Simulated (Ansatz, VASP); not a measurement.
## Ni3Ge: VASP beside Ansatz

```xyz
4
Lattice="3.5303 0.0000 0.0000 0.0000 3.5303 0.0000 0.0000 0.0000 3.5303" Properties=species:S:1:pos:R:3 pbc="T T T"
Ni    1.7652    0.0000    1.7652
Ni    0.0000    1.7652    1.7652
Ni    1.7652    1.7652    0.0000
Ge    0.0000    0.0000    0.0000
```

Alike in both runs: task single point; functional PBEsol; k mesh 12 × 12 × 12; occupations gaussian, width 0.5 eV; no spin polarisation.

|  | VASP | Ansatz |
| --- | --- | --- |
| version | VASP 6.6.1 | Ansatz 0.2.0 |
| potentials or method | VASP PAW PBE potentials, release 64 (Ni, Ge_d), cutoff 520 eV | scalar-relativistic, plane waves, PAW |
| valence electrons in the cell | 44 | 68 |

VASP gave:

```
gap on the k mesh at the Fermi level (eV) : none
pressure (GPa)                            : -0.1
```

Q: Which values does Ansatz return?

A: gap on the k mesh at the Fermi level (eV): none; pressure (GPa): -0.3.

VASP's potentials were made for PBE, not for PBEsol. A gap of «none» marks a metal or a gap that the smearing closes. VASP's potentials hold 44 valence electrons a cell and Ansatz's 68, so a difference there can come from the potentials and not from the codes.
